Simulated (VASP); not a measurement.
Hf2Pd2Se2Br2O3: single point with PBE

Crystal: Hf2Pd2Se2Br2O3.

```xyz
11
Lattice="5.5728 -1.6760 -0.1948 5.5728 1.6760 -0.1948 -0.2313 0.0000 10.2657" Properties=species:S:1:pos:R:3 pbc="T T T"
Hf   10.6544    0.0000   -0.0444
Hf    6.4976    0.0000    3.0086
Pd    1.1590    0.0000    5.6495
Pd    3.8069    0.0000    7.5442
Se   11.0905    0.0000    7.6402
Se    8.4825    0.0000    5.6975
Br    7.2291    0.0000    0.0313
Br    3.0114    0.0000    2.9541
O     5.5583    0.0000    4.6713
O     4.0905    0.0000    0.1626
O     0.0222    0.0000    2.3682
```

| Property | Result |
| --- | --- |
| Program | VASP 6.6.1 |
| Task | single point |
| Functional | PBE |
| Potentials or basis | VASP PAW PBE potentials, release 64 (Hf_pv, Pd, Se, Br, O) |
| Cutoff | 520 eV |
| k mesh | 6 × 6 × 2 |
| Occupations | fermi-dirac, width 0.05 eV |
| Spin | no spin polarisation |
| Dipole correction | no |
| Further INCAR settings | ALGO = Normal; EDIFF = 1e-06; NBANDS = 53 |

| Item | Value |
| --- | --- |
| Pressure | 9.4 GPa |
| Largest force | 0.136 eV/Å |
| Band gap on the k mesh | 0.49 eV (least direct gap 0.64 eV) |

Forces on the atoms (eV/Å):
```
Hf  -0.039  0.000  0.089
Hf  -0.090  0.000 -0.013
Pd  -0.031  0.000 -0.021
Pd  -0.019  0.000  0.021
Se   0.013  0.000  0.024
Se   0.020  0.000 -0.019
Br  -0.064  0.000  0.023
Br  -0.057  0.000  0.005
O    0.054  0.000 -0.078
O    0.136  0.000 -0.006
O    0.077  0.000 -0.027
```

Stress tensor (GPa, compression positive):
```
 9.48  0.00 -0.02
 0.00  9.26  0.00
-0.02  0.00  9.39
```

Levels at points of the mesh, in eV from the valence-band top:
| k point | band 39 | band 40 | band 41 | band 42 | band 43 | band 44 | band 45 | band 46 |
| --- | --- | --- | --- | --- | --- | --- | --- | --- |
| (0.00, 0.00, 0.00) | -1.02 | -0.99 | -0.48 | -0.14 | 0.87 | 1.90 | 2.39 | 2.75 |
| (0.50, 0.00, 0.00) | -1.50 | -1.45 | -1.09 | -0.37 | 1.03 | 1.63 | 2.72 | 2.95 |
| (0.50, 0.50, 0.00) | -1.21 | -0.93 | -0.58 | -0.09 | 0.84 | 1.87 | 2.52 | 2.93 |
| (0.00, 0.00, 0.50) | -1.02 | -0.96 | -0.37 | -0.25 | 0.87 | 2.16 | 2.31 | 2.36 |
| (0.50, 0.00, 0.50) | -1.49 | -1.39 | -1.16 | -0.56 | 1.04 | 1.69 | 2.70 | 2.87 |
| (0.50, 0.50, 0.50) | -1.20 | -1.16 | -0.40 | -0.04 | 0.81 | 1.89 | 2.55 | 2.84 |

Wall time 16 min on 1 thread of Intel Xeon 8259CL, on a shared host, peak memory 0.63 GiB.

Caveat: the cell stands under pressure; spin-orbit coupling is left out, which moves the levels of the heavy elements. A k mesh can miss the band edges.
